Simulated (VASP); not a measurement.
# Zn (Fm-3m) in VASP: a series of runs

Runs on Zn. Level: PBE. Tasks: single point.

Everything below comes from runs of VASP 6.6.1. Logs are shortened: lines on timing, memory, paths and dates and some standing lists are left out, and cuts for length are marked.

## Step 1: The cell of the first run

The structure is cubic, space group Fm-3m (No. 225). Conventional cell: a = 3.929 Å, b = 3.929 Å, c = 3.929 Å, α = 90.00°, β = 90.00°, γ = 90.00°. Zn (site symmetry m-3m) has 12 Zn at 2.78 Å within 3.7 Å.

This isn't the form of Zn at room conditions, which is hcp.

## Step 2: Single point, PBE

The input, INCAR:

```
PREC = Accurate
ENCUT = 520
EDIFF = 1E-6
ISMEAR = 0
SIGMA = 0.15
LREAL = False
LASPH = True
NELM = 100
ALGO = Normal
ISIF = 2
LWAVE = False
LCHARG = True
GGA = PE
LELF = True
LVHAR = True
NBANDS = 12
```

The input, KPOINTS:

```
regular mesh
0
Gamma
  20 20 20
```

The input, POSCAR:

```
Zn
1.0
    0.0000000000      1.9643393415      1.9643393415
    1.9643393415      0.0000000000      1.9643393415
    1.9643393415      1.9643393415      0.0000000000
Zn
1
Direct
    0.0000000000      0.0000000000      0.0000000000
```

Potentials or basis: VASP PAW PBE potentials, release 64 (Zn).

On the command line:

```console
> cat potpaw_PBE.64/Zn/POTCAR > POTCAR
> mpirun -np 1 vasp_std > vasp.out
```

OUTCAR:

```text
PREC = Accurate
   ENCUT = 520
   EDIFF = 1E-6
   ISMEAR = 0
   LREAL = False
   LASPH = True
   NELM = 100
   ISIF = 2
   GGA = PE

 ion  position               nearest neighbor table
   1  0.000  0.000  0.000-

  LATTYP: Found a face centered cubic cell.
 ALAT       =     3.9286786830

  Lattice vectors:

 A1 = (   0.0000000000,   1.9643393415,   1.9643393415)
 A2 = (   1.9643393415,   0.0000000000,   1.9643393415)
 A3 = (   1.9643393415,   1.9643393415,   0.0000000000)

Analysis of symmetry for initial positions (statically):
=====================================================================
 Subroutine PRICEL returns:
 Original cell was already a primitive cell.

 Routine SETGRP: Setting up the symmetry group for a
 face centered cubic supercell.

 Subroutine GETGRP returns: Found 48 space group operations
 (whereof 48 operations were pure point group operations)
 out of a pool of 48 trial point group operations.

The static configuration has the point symmetry O_h .

Analysis of symmetry for dynamics (positions and initial velocities):
=====================================================================
 Subroutine PRICEL returns:
 Original cell was already a primitive cell.

 Routine SETGRP: Setting up the symmetry group for a
 face centered cubic supercell.

 Subroutine GETGRP returns: Found 48 space group operations
 (whereof 48 operations were pure point group operations)
 out of a pool of 48 trial point group operations.

The dynamic configuration has the point symmetry O_h .

 Subroutine INISYM returns: Found 48 space group operations
 (whereof 48 operations are pure point group operations),
 and found     1 'primitive' translations

----------------------------------------------------------------------------------------

                                     Primitive cell

  volume of cell :      15.1593

  direct lattice vectors                    reciprocal lattice vectors
     0.000000000  1.964339341  1.964339341    -0.254538505  0.254538505  0.254538505
     1.964339341  0.000000000  1.964339341     0.254538505 -0.254538505  0.254538505
     1.964339341  1.964339341  0.000000000     0.254538505  0.254538505 -0.254538505

  length of vectors
     2.777995338  2.777995338  2.777995338     0.440873624  0.440873624  0.440873624

  position of ions in fractional coordinates (direct lattice)
     0.000000000  0.000000000  0.000000000

  ion indices of the primitive-cell ions
[... 81 lines left out ...]
   ISYM   =      2    0-nonsym 1-usesym 2-fastsym
   POTIM  = 0.5000    time-step for ionic-motion
   TEBEG  =    0.0;   TEEND  =   0.0 temperature during run
   PSTRESS=    0.0 pullay stress
   NELECT =      12.0000    total number of electrons
   NUPDOWN=      -1.0000    fix difference up-down
   EMIN   =  10.00;   EMAX   =-10.00  energy-range for DOS
   EFERMI =   0.00;   METHOD = LEGACY
   ISMEAR =     0;   SIGMA  =   0.15  broadening in eV -4-tet -1-fermi 0-gaus
   EFERMI_NEDOS =   21; number of points for ismear=-14 and -15
   IALGO  =     38    algorithm
   IMIX   =      4    mixing-type and parameters
     AMIX     =   0.40;   BMIX     =  1.00
     AMIX_MAG =   1.60;   BMIX_MAG =  1.00
  volume/ion in A,a.u.               =      15.16       102.30
  Fermi-wavevector in a.u.,A,eV,Ry     =   1.514405  2.861811 31.203912  2.293423
  Thomas-Fermi vector in A             =   2.624067
   LORBIT       =      0    0 simple, 1 ext, 2 COOP (PROOUT), +10 PAW based schemes
   GGA     = PE    functional components
   LHFCALC =     F    Hartree Fock is set to
   AEXX    =    0.0000 exact exchange contribution
   IVDW    =     0    specifies the selected vdW correction
   LEPSILON=     F    determine dielectric tensor
   LRPA    =     F    only Hartree local field effects (RPA)
 non-spin polarized calculation
 Gauss-broadening in eV      SIGMA  =   0.15
  energy-cutoff  :      520.00
  volume of cell :       15.16
 maximum number of plane-waves:       420
 NGX is ok and might be reduce to    24
   NGX = 11   NGY = 11   NGZ = 11

 number of electron      12.0000008 magnetization

 Free energy of the ion-electron system (eV)
  ---------------------------------------------------
  ext. energy  EPLUGINS =         0.00000000
  ---------------------------------------------------
  free energy    TOTEN  =        -1.08857505 eV

  energy without entropy =       -1.08624222  energy(sigma->0) =       -1.08740864

 E-fermi :   3.1029     XC(G=0): -11.5802

 val. band max:        3.0406398864   @ k =  -0.3500   0.4500   0.2000
 cond. band min:       3.1544191356   @ k =  -0.4000   0.2000   0.0000
 fundamental gap:      0.1137792492
 Fermi energy:         3.1028982108

 k-point     1 :       0.0000    0.0000    0.0000
  band No.  band energies     occupation
      1      -7.2710      2.00000
      2      -4.5330      2.00000
      3      -4.5330      2.00000
      4      -4.5330      2.00000
      5      -4.1531      2.00000
      6      -4.1531      2.00000
      7      21.3682      0.00000
      8      21.3682      0.00000
      9      21.3682      0.00000
     10      21.9858      0.00000
     11      24.1442      0.00000
     12      24.1442      0.00000
[... 331 lines left out ...]
 k-point    24 :      -0.3500    0.0500    0.0000
  band No.  band energies     occupation
      1      -5.2354      2.00000
      2      -4.5081      2.00000
      3      -4.4924      2.00000
      4      -3.9864      2.00000
      5      -3.9824      2.00000
      6      -2.5582      2.00000
      7       5.6901      0.00000
      8      16.9382      0.00000
      9      19.1148      0.00000
     10      20.7090      0.00000
     11      22.5000      0.00000
     12      23.7447      0.00000

 [... further k-points ...]

------------------------ aborting loop because EDIFF is reached ----------------------------------------

  FORCE on cell =-STRESS in cart. coord.  units (eV):
  Direction    XX          YY          ZZ          XY          YZ          ZX
  --------------------------------------------------------------------------------------
  -------------------------------------------------------------------------------------
  Total        0.0389876      0.0389876      0.0389876     -0.0000000      0.0000000     -0.0000000
  in kB        4.1205724      4.1205724      4.1205724     -0.0000000      0.0000000     -0.0000000
  external PRESSURE =       4.1205724 kB  Pullay stress =       0.0000000 kB

 VOLUME and BASIS-vectors are now :
 -----------------------------------------------------------------------------
  energy-cutoff  :      520.00
  volume of cell :       15.16
      direct lattice vectors                 reciprocal lattice vectors
     0.000000000  1.964339341  1.964339341    -0.254538505  0.254538505  0.254538505
     1.964339341  0.000000000  1.964339341     0.254538505 -0.254538505  0.254538505
     1.964339341  1.964339341  0.000000000     0.254538505  0.254538505 -0.254538505

 POSITION                                       TOTAL-FORCE (eV/Angst)
 -----------------------------------------------------------------------------------
      0.00000      0.00000      0.00000         0.000000      0.000000      0.000000
 -----------------------------------------------------------------------------------
    total drift:                               -0.000000     -0.000000     -0.000000

  FREE ENERGIE OF THE ION-ELECTRON SYSTEM (eV)
  ---------------------------------------------------
  free  energy   TOTEN  =        -1.0885750538 eV

  energy  without entropy=       -1.0862422233  energy(sigma->0) =       -1.08740864
```

It took 48 s on 1 thread of Intel Xeon 8259CL, shared host; peak memory 0.17 GiB.

Results:

* Free energy: -1.0886 eV
* Pressure: 0.4 GPa
* Band gap on the k mesh: zero (bands 6 and 7 overlap by 3.63 eV)

Levels at points of the mesh, in eV from the Fermi level:
```tsv
k point	band 3	band 4	band 5	band 6	band 7	band 8	band 9	band 10
(0.00, 0.00, 0.00)	-7.64	-7.64	-7.26	-7.26	18.27	18.27	18.27	18.88
(0.50, 0.00, 0.00)	-7.64	-6.97	-6.97	-2.92	-1.39	15.24	15.24	17.43
(0.50, 0.50, 0.00)	-6.99	-6.90	-6.90	-1.01	1.72	8.42	8.42	12.07
```

## Step 3: Single point, PBE

The input, INCAR:

```
  ALGO = Normal
  EDIFF = 1E-6
  ENCUT = 520
  GGA = PE
  ISIF = 2
  ISMEAR = 0
  LASPH = True
  LCHARG = False
  LREAL = False
  LWAVE = False
  NBANDS = 12
  NELM = 100
  PREC = Accurate
  SIGMA = 0.15
```

The input, KPOINTS:

```
k-points
0
Gamma
  22 22 22
```

POSCAR is that of step 2.

Potentials or basis: VASP PAW PBE potentials, release 64 (Zn).

On the command line:

```console
> cat potpaw_PBE.64/Zn/POTCAR > POTCAR
> mpirun -np 1 vasp_std > vasp.out
```

It took 54 s on 1 thread of Intel Xeon 8259CL, shared host; peak memory 0.18 GiB.

It converged, with:

```yaml
Free_energy: -1.0851 eV
Pressure: 0.4 GPa
Band_gap_on_the_k_mesh: zero (bands 6 and 7 overlap by 3.15 eV)
```

Levels at points of the mesh, in eV from the Fermi level:
```csv
k point,band 2,band 3,band 4,band 5,band 6,band 7,band 8,band 9,band 10,band 11
"(0.00, 0.00, 0.00)",-7.61,-7.61,-7.61,-7.23,-7.23,18.30,18.30,18.30,18.91,21.07
"(0.50, 0.00, 0.00)",-7.61,-7.61,-6.94,-6.94,-2.89,-1.36,15.27,15.27,17.46,18.97
"(0.50, 0.50, 0.00)",-8.22,-6.96,-6.87,-6.87,-0.98,1.75,8.45,8.45,12.10,13.27
```
